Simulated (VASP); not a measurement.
# Si62Ge (a cell with a defect) in VASP: further runs

The runs below take Si62Ge (a cell with a defect) through single point, with LDA.

All numbers are computed with VASP 6.6.1; they aren't measurements. Logs are shortened: lines on timing, memory, paths and dates and some standing lists are left out, and cuts for length are marked.

**1. The cell of the first run**

The cell holds a defect, 63 atoms: a = 10.860 Å, b = 10.860 Å, c = 10.860 Å, α = 90.00°, β = 90.00°, γ = 90.00°.

**2. Single point, LDA, collinear spin, zero start**

Contents of INCAR:

```
SYSTEM = Si62Ge
ALGO = Normal
EDIFF = 1E-6
ENCUT = 520
GGA = CA
ISIF = 2
ISMEAR = -1
ISPIN = 2
LASPH = .True.
LCHARG = .False.
LORBIT = 11
LREAL = Auto
LWAVE = .False.
MAGMOM = 0 0 0 0 0 0 0 0 0 0 0 0 0 0 0 0 0 0 0 0 0 0 0 0 0 0 0 0 0 0 0 0 0 0 0 0 0 0 0 0 0 0 0 0 0 0 0 0 0 0 0 0 0 0 0 0 0 0 0 0 0 0 0
NBANDS = 172
NELECT = 263.0
NELM = 150
PREC = Accurate
SIGMA = 0.05
```

Contents of KPOINTS:

```
k-points
0
Gamma
  1 1 1
  0 0 0
```

Contents of POSCAR:

```
Si62Ge
1.0
   10.8600000000      0.0000000000      0.0000000000
    0.0000000000     10.8600000000      0.0000000000
    0.0000000000      0.0000000000     10.8600000000
Si Ge
62 1
Direct
    0.4996433702      0.0000893186     -0.0092268877
    0.8663552486      0.3668259669      0.1246373849
    0.7595260589     -0.0030655617      0.2530599448
    0.8764044199      0.1286716390      0.3746254144
    0.0000649171      0.0010833333     -0.0024257827
    0.1250264273      0.1250127072      0.1249691529
    0.2493112339      0.2501503683     -0.0002041436
    0.3752449355      0.3769557090      0.1213576427
    0.5004542357      0.5007388582     -0.0026781768
    0.6246034991      0.6252717311      0.1249426335
    0.7495960405      0.7496146409     -0.0002799263
    0.8764174954      0.8753763352      0.1213548803
    0.2536487109      0.0016343462      0.2484031308
    0.3783378453      0.1282366483      0.3715176796
    0.4989667587      0.2592991713      0.2505854512
    0.6282739411      0.3769230203      0.3744116943
    0.7522342541      0.5006976059      0.2490360037
    0.8754256906      0.6270263352      0.3752851750
    0.5012246777      0.0015772560      0.4963210866
    0.6246231123      0.1250619705      0.6248120626
    0.7496077348      0.2502370166      0.5004328729
    0.8743406998      0.3746488029      0.6257153775
    0.7523465009      0.0009122468      0.7492431860
    0.8660720994      0.1253179558      0.8834578269
   -0.0050196133      0.4953475138      0.0003840700
    0.1230127072      0.6228667587      0.1259388582
    0.2490997238      0.7493901473      0.0016419890
    0.3788026703      0.8790282689      0.1217418048
    0.0000814917      0.2524205341      0.2488974217
    0.1264752302      0.3751719153      0.3755305709
    0.2514654696      0.5000201657      0.2519374770
    0.3761660221      0.6286674954      0.3735905157
    0.5012359116      0.7537937385      0.2484389503
    0.6277506446      0.8770786372      0.3729925414
    0.0003073665     -0.0012192449      0.4980410681
    0.1228223757      0.1242910681      0.6274774401
    0.2488123389      0.2485787293      0.5009329650
    0.3743826888      0.3757222836      0.6226468692
    0.4984220994      0.5006329650      0.4982545120
    0.6246069982      0.6221205341      0.6280331492
    0.7487653775      0.7482548803      0.5017831492
    0.8755580110      0.8748026703      0.6228443831
    0.2513954880     -0.0018962247      0.7500218232
    0.3753101289      0.1286869245      0.8729905157
    0.5004174954      0.2527855433      0.7491867403
    0.6247228361      0.3657540516      0.8842458564
    0.7492955801      0.4940519337      0.7559781768
    0.8743746777      0.6243573665      0.8753496317
    0.0001640884      0.7519704420      0.2514200737
    0.1285081952      0.8764919890      0.3735454880
   -0.0006994475      0.4996568140      0.4999361878
    0.1244671271      0.6246923573      0.6253733886
    0.2493865562      0.7497058011      0.5003603131
    0.3761664825      0.8764470534      0.6214481584
   -0.0053475138      0.2496204420      0.7550103131
    0.1240653775      0.3747205341      0.8753117864
    0.2498941989      0.4996493554      0.7503884899
    0.3743100368      0.6273080110      0.8745179558
    0.4982677716      0.7516937385      0.7495540516
    0.6282943831      0.8756631676      0.8730138122
   -0.0006888582      0.7501620626      0.7503655617
    0.1265553407      0.8744787293      0.8749362799
    0.7111510129      0.2116005525      0.0384431860
```

Potentials or basis: VASP PAW LDA potentials, release 64 (Si, Ge_d).

The run is started by

```bash
$ cat potpaw_LDA.64/Si/POTCAR potpaw_LDA.64/Ge_d/POTCAR > POTCAR
$ mpirun -np 1 vasp_gam > vasp.out
```

OUTCAR:

```text
SYSTEM = Si62Ge
   EDIFF = 1E-6
   ENCUT = 520
   GGA = CA
   ISIF = 2
   ISMEAR = -1
   ISPIN = 2
   LASPH = .True.
   LORBIT = 11
   LREAL = Auto
   NELECT = 263.0
   NELM = 150
   PREC = Accurate

 ion  position               nearest neighbor table
   1  0.500  0.000  0.991-  44 2.33  60 2.33  28 2.34
   2  0.866  0.367  0.125-  29 2.34  17 2.34  25 2.39  63 2.56
   3  0.760  0.997  0.253-  12 2.32   4 2.32  34 2.33
   4  0.876  0.129  0.375-   3 2.32  29 2.34  21 2.35  35 2.37
   5  0.000  0.001  0.998-  24 2.34  12 2.34  62 2.36   6 2.36
   6  0.125  0.125  0.125-   7 2.35  13 2.35  29 2.36   5 2.36
   7  0.249  0.250  1.000-  56 2.35  44 2.35   8 2.35   6 2.35
   8  0.375  0.377  0.121-  15 2.33   9 2.34   7 2.35  31 2.37
   9  0.500  0.501  0.997-   8 2.34  46 2.34  58 2.35  10 2.36
  10  0.625  0.625  0.125-  11 2.35  33 2.35  17 2.36   9 2.36
  11  0.750  0.750  1.000-  60 2.35  12 2.35  48 2.35  10 2.35
  12  0.876  0.875  0.121-   3 2.32   5 2.34  11 2.35  49 2.37
  13  0.254  0.002  0.248-  14 2.35  28 2.35  50 2.35   6 2.35
  14  0.378  0.128  0.372-  15 2.34  19 2.35  13 2.35  37 2.38
  15  0.499  0.259  0.251-   8 2.33  16 2.33  14 2.34
  16  0.628  0.377  0.374-  15 2.33  17 2.34  21 2.35  39 2.37
  17  0.752  0.501  0.249-  16 2.34   2 2.34  18 2.36  10 2.36
[... 43 lines left out ...]
  61  0.999  0.750  0.750-  52 2.36  48 2.36  42 2.36  62 2.36
  62  0.127  0.874  0.875-  43 2.34  27 2.35   5 2.36  61 2.36
  63  0.711  0.212  0.038-  46 2.55  24 2.56   2 2.56

  LATTYP: Found a simple cubic cell.
 ALAT       =    10.8600000000

  Lattice vectors:

 A1 = (  10.8600000000,   0.0000000000,   0.0000000000)
 A2 = (   0.0000000000,  10.8600000000,   0.0000000000)
 A3 = (   0.0000000000,   0.0000000000,  10.8600000000)

Analysis of symmetry for initial positions (statically):
=====================================================================
 Subroutine PRICEL returns:
 Original cell was already a primitive cell.

 Routine SETGRP: Setting up the symmetry group for a
 simple cubic supercell.

 Subroutine GETGRP returns: Found  1 space group operations
 (whereof  1 operations were pure point group operations)
 out of a pool of 48 trial point group operations.

The static configuration has the point symmetry C_1 .

Analysis of symmetry for dynamics (positions and initial velocities):
=====================================================================
 Subroutine PRICEL returns:
 Original cell was already a primitive cell.

 Routine SETGRP: Setting up the symmetry group for a
 simple cubic supercell.

 Subroutine GETGRP returns: Found  1 space group operations
 (whereof  1 operations were pure point group operations)
 out of a pool of 48 trial point group operations.

The dynamic configuration has the point symmetry C_1 .

Analysis of structural, dynamic, and magnetic symmetry:
=====================================================================
 Subroutine PRICEL returns:
 Original cell was already a primitive cell.

 Routine SETGRP: Setting up the symmetry group for a
 simple cubic supercell.

 Subroutine GETGRP returns: Found  1 space group operations
 (whereof  1 operations were pure point group operations)
 out of a pool of 48 trial point group operations.

The overall configuration has the point symmetry C_1 .

 Subroutine INISYM returns: Found  1 space group operations
 (whereof  1 operations are pure point group operations),
 and found     1 'primitive' translations

----------------------------------------------------------------------------------------

                                     Primitive cell

  volume of cell :    1280.8241

  direct lattice vectors                    reciprocal lattice vectors
    10.860000000  0.000000000  0.000000000     0.092081031  0.000000000  0.000000000
[... 180 lines left out ...]
   LSORBIT =      F    spin-orbit coupling
   LASPH  =      T    aspherical Exc in radial PAW
   ENCUT  =  520.0 eV  38.22 Ry    6.18 a.u.  20.19 20.19 20.19*2*pi/ulx,y,z
   NELM   =    150;   NELMIN=  2; NELMDL= -5     # of ELM steps
   EDIFF  = 0.1E-05   stopping-criterion for ELM
   LREAL  =      T    real-space projection
   EDIFFG = 0.1E-04   stopping-criterion for IOM
   NSW    =      0    number of steps for IOM
   IBRION =     -1    ionic relax: 0-MD 1-quasi-New 2-CG
   NFREE  =      0    steps in history (QN), initial steepest desc. (CG)
   ISIF   =      2    stress and relaxation
   ISYM   =      2    0-nonsym 1-usesym 2-fastsym
   POTIM  = 0.5000    time-step for ionic-motion
   TEBEG  =    0.0;   TEEND  =   0.0 temperature during run
   PSTRESS=    0.0 pullay stress
   NELECT =     263.0000    total number of electrons
   NUPDOWN=      -1.0000    fix difference up-down
   EMIN   =  10.00;   EMAX   =-10.00  energy-range for DOS
   EFERMI =   0.00;   METHOD = LEGACY
   ISMEAR =    -1;   SIGMA  =   0.05  broadening in eV -4-tet -1-fermi 0-gaus
   EFERMI_NEDOS =   21; number of points for ismear=-14 and -15
   IALGO  =     38    algorithm
   IMIX   =      4    mixing-type and parameters
     AMIX     =   0.40;   BMIX     =  1.00
     AMIX_MAG =   1.60;   BMIX_MAG =  1.00
  volume/ion in A,a.u.               =      20.33       137.20
  Fermi-wavevector in a.u.,A,eV,Ry     =   0.965822  1.825138 12.691670  0.932811
  Thomas-Fermi vector in A             =   2.095571
   LORBIT       =     11    0 simple, 1 ext, 2 COOP (PROOUT), +10 PAW based schemes
   GGA     = CA    functional components
   LHFCALC =     F    Hartree Fock is set to
   AEXX    =    0.0000 exact exchange contribution
   IVDW    =     0    specifies the selected vdW correction
   LEPSILON=     F    determine dielectric tensor
   LRPA    =     F    only Hartree local field effects (RPA)
 spin polarized calculation
  energy-cutoff  :      520.00
  volume of cell :     1280.82
 maximum number of plane-waves:     17229
 NGX is ok and might be reduce to    84
   NGX = 41   NGY = 41   NGZ = 41

 number of electron     262.0000000 magnetization       0.0000000

 number of electron     262.9999964 magnetization      -0.0000386

 Free energy of the ion-electron system (eV)
  ---------------------------------------------------
  ext. energy  EPLUGINS =         0.00000000
  ---------------------------------------------------
  free energy    TOTEN  =      -358.70829223 eV

  energy without entropy =     -358.49568550  energy(sigma->0) =     -358.60198886

 E-fermi :   6.1164     XC(G=0):  -9.5799

 val. band max:        6.0231460855   @ k =   0.0000   0.0000   0.0000
 cond. band min:       6.1701660996   @ k =   0.0000   0.0000   0.0000
 fundamental gap:      0.1470200141
 Fermi energy:         6.1164043510

 spin component 1

 k-point     1 :       0.0000    0.0000    0.0000
  band No.  band energies     occupation
      1     -18.3014      1.00000
      2     -18.3003      1.00000
      3     -18.2933      1.00000
      4     -18.2762      1.00000
      5     -18.2749      1.00000
      6      -6.2923      1.00000
[... 135 lines left out ...]
    142       6.7643      0.00000
    143       6.8024      0.00000
 Fermi energy:         6.1164043510

 spin component 2

 k-point     1 :       0.0000    0.0000    0.0000
  band No.  band energies     occupation
      1     -18.3014      1.00000
      2     -18.3003      1.00000
      3     -18.2933      1.00000
      4     -18.2762      1.00000
      5     -18.2749      1.00000
      6      -6.2923      1.00000
[... 135 lines left out ...]
    142       6.7643      0.00000
    143       6.8024      0.00000
 [bands above 143 left out]

------------------------ aborting loop because EDIFF is reached ----------------------------------------

  FORCE on cell =-STRESS in cart. coord.  units (eV):
  Direction    XX          YY          ZZ          XY          YZ          ZX
  --------------------------------------------------------------------------------------
  -------------------------------------------------------------------------------------
  Total       -3.5729263     -3.0404515     -2.8804756     -0.9401326      0.1177559      0.7686177
  in kB       -4.4693582     -3.8032878     -3.6031745     -1.1760079      0.1473003      0.9614606
  external PRESSURE =      -3.9586068 kB  Pullay stress =       0.0000000 kB

 VOLUME and BASIS-vectors are now :
 -----------------------------------------------------------------------------
  energy-cutoff  :      520.00
  volume of cell :     1280.82
      direct lattice vectors                 reciprocal lattice vectors
    10.860000000  0.000000000  0.000000000     0.092081031  0.000000000  0.000000000
     0.000000000 10.860000000  0.000000000     0.000000000  0.092081031  0.000000000
     0.000000000  0.000000000 10.860000000     0.000000000  0.000000000  0.092081031

 POSITION                                       TOTAL-FORCE (eV/Angst)
 -----------------------------------------------------------------------------------
      5.42613      0.00097     10.75980        -0.058738     -0.058422     -0.003829
      9.40862      3.98373      1.35356         0.015571      0.012872     -0.017799
      8.24845     10.82671      2.74823         0.012358     -0.059521      0.060175
      9.51775      1.39737      4.06843         0.018623      0.017549      0.013404
      0.00070      0.01176     10.83366         0.007898      0.018011     -0.012923
      1.35779      1.35764      1.35717        -0.009622     -0.003042      0.004518
[... 55 lines left out ...]
      1.37439      9.49684      9.50181        -0.006023      0.003333      0.019208
      7.72310      2.29798      0.41749         0.212987      0.213139     -0.212857
 -----------------------------------------------------------------------------------
    total drift:                               -0.021943     -0.011228      0.011739

  FREE ENERGIE OF THE ION-ELECTRON SYSTEM (eV)
  ---------------------------------------------------
  free  energy   TOTEN  =      -358.7082922288 eV

  energy  without entropy=     -358.4956855007  energy(sigma->0) =     -358.60198886

 total charge

# of ion       s       p       d       tot
------------------------------------------
    1        0.785   0.881   0.000   1.666
    2        0.761   0.914   0.000   1.675
    3        0.785   0.886   0.000   1.670
    4        0.749   0.962   0.000   1.711
    5        0.749   0.965   0.000   1.714
    6        0.750   0.963   0.000   1.712
[... 55 lines left out ...]
   62        0.748   0.963   0.000   1.711
   63        1.251   1.032   9.999  12.282
--------------------------------------------------
tot         47.862  60.090   9.999 117.951

 magnetization (x)

# of ion       s       p       d       tot
------------------------------------------
    1       -0.000  -0.000   0.000  -0.000
    2       -0.000  -0.000   0.000  -0.000
    3       -0.000  -0.000   0.000  -0.000
    4       -0.000  -0.000   0.000  -0.000
    5        0.000  -0.000   0.000  -0.000
    6       -0.000  -0.000   0.000  -0.000
[... 55 lines left out ...]
   62        0.000   0.000   0.000   0.000
   63       -0.000  -0.000  -0.000  -0.000
--------------------------------------------------
tot         -0.000  -0.000  -0.000  -0.000
```

Wall time 9.7 min (1 thread of Intel Xeon Platinum 8259CL at 2.50GHz (Skylake/Cascade Lake), shared host); peak memory 0.87 GiB.

What came out:

- Free energy: -358.7083 eV
- Largest force: 0.369 eV/Å
- Net moment: 0.00 μB per cell
- Valence electrons inside the program's atomic spheres: Si 1.67, 1.68, 1.71, 1.70; Ge 12.28

Forces on the atoms (eV/Å):
```
Si  -0.059 -0.058 -0.004
Si   0.016  0.013 -0.018
Si   0.012 -0.060  0.060
Si   0.019  0.018  0.013
Si   0.008  0.018 -0.013
Si  -0.010 -0.003  0.005
Si  -0.012 -0.003  0.003
Si  -0.013  0.009 -0.021
Si   0.020  0.009 -0.003
Si   0.006 -0.008  0.003
Si  -0.003 -0.007  0.003
Si   0.018 -0.012 -0.018
Si  -0.007  0.003 -0.005
Si  -0.053 -0.038  0.049
Si  -0.061  0.005  0.062
Si   0.024  0.013  0.015
Si   0.013  0.000 -0.018
Si  -0.021 -0.005  0.000
Si   0.003  0.007  0.013
Si   0.006 -0.002  0.005
Si  -0.003 -0.002  0.004
Si  -0.001 -0.004 -0.001
Si   0.008  0.018 -0.001
Si   0.022  0.018 -0.019
Si  -0.002 -0.003  0.006
Si  -0.016 -0.013 -0.007
Si  -0.012 -0.017 -0.001
Si  -0.055 -0.052  0.043
Si   0.005  0.017 -0.019
Si  -0.004 -0.021 -0.001
Si   0.005 -0.005 -0.012
Si  -0.003 -0.014  0.005
Si   0.001 -0.011 -0.008
Si  -0.034 -0.046  0.046
Si  -0.007  0.007  0.001
Si  -0.016  0.006  0.012
Si  -0.008 -0.001  0.014
Si   0.004 -0.015  0.013
Si   0.005 -0.005 -0.005
Si   0.000 -0.013  0.014
Si  -0.010 -0.006  0.007
Si  -0.020  0.002  0.008
Si   0.007  0.011  0.004
Si  -0.014  0.023 -0.006
Si   0.020  0.002 -0.007
Si   0.015  0.036 -0.036
Si  -0.004  0.007 -0.007
Si  -0.002  0.000  0.005
Si  -0.006 -0.001 -0.011
Si  -0.016 -0.002  0.003
Si  -0.004 -0.003 -0.014
Si   0.001  0.000  0.001
Si  -0.002  0.001 -0.003
Si  -0.004 -0.006  0.014
Si   0.001 -0.005  0.000
Si  -0.002 -0.004  0.004
Si   0.007 -0.003  0.003
Si   0.004 -0.012  0.016
Si   0.007  0.007  0.004
Si   0.025 -0.016 -0.010
Si  -0.003  0.012  0.003
Si  -0.006  0.003  0.019
Ge   0.213  0.213 -0.213
```

Levels at points of the mesh, in eV from the Fermi level:
Spin up:
```tsv
k point	band 127	band 128	band 129	band 130	band 131	band 132	band 133	band 134	band 135	band 136
(0.00, 0.00, 0.00)	-1.44	-0.81	-0.81	-0.79	-0.09	0.05	0.06	0.15	0.16	0.17
```
Spin down:
| k point | band 129 | band 130 | band 131 | band 132 | band 133 | band 134 |
| --- | --- | --- | --- | --- | --- | --- |
| (0.00, 0.00, 0.00) | -0.81 | -0.79 | -0.09 | 0.05 | 0.06 | 0.15 |

Caveat: the k points lie up to 0.58 Å⁻¹ apart; the cell carries a net charge on a neutralising background, which shifts energy and pressure; the cell is charged against a uniform background, so pressure and absolute levels hang on convention.

(Part 1 of 2 ends here.)
